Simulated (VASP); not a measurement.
Here is a VASP 6.6.1 calculation.

File INCAR:

```
SYSTEM = NaCl
  ALGO = Normal
  EDIFF = 1E-6
  ENCUT = 520
  GGA = PS
  ISIF = 2
  ISMEAR = 0
  LASPH = .True.
  LCHARG = .False.
  LREAL = .False.
  LWAVE = .False.
  NBANDS = 14
  NELM = 100
  PREC = Accurate
  SIGMA = 0.05
```

File KPOINTS:

```
k-points
0
Gamma
  8 8 8
  0 0 0
```

The input POSCAR:

```
NaCl
1.0
    0.0353968750      2.8317500000      2.8317500000
    2.8671468750      0.0000000000      2.8671468750
    2.8317500000      2.8317500000      0.0353968750
Na Cl
1 1
Direct
    0.0000000000      0.0000000000      0.0000000000
    0.5000000000      0.5000000000      0.5000000000
```

Potentials or basis: VASP PAW PBE potentials, release 64 (Na_pv, Cl).

Command:

```sh
$ cat potpaw_PBE.64/Na_pv/POTCAR potpaw_PBE.64/Cl/POTCAR > POTCAR
$ mpirun -np 1 vasp_std > vasp.out
```

Q: What does it give for the band gap on the k mesh?

A: 4.84 eV, direct.

Q: What does it give for the pressure?

A: -0.8 GPa.

Stress tensor (GPa, compression positive):
```
-0.76  0.00 -0.30
 0.00 -0.78  0.00
-0.30  0.00 -0.76
```

Caveat: the cell differs from its parent crystal (strain +0.0250 x Voigt [0, 0, 0, 0, 1, 0]); the PAW data sets were made with another functional, which shifts forces and pressure a little. A k mesh can miss the band edges.
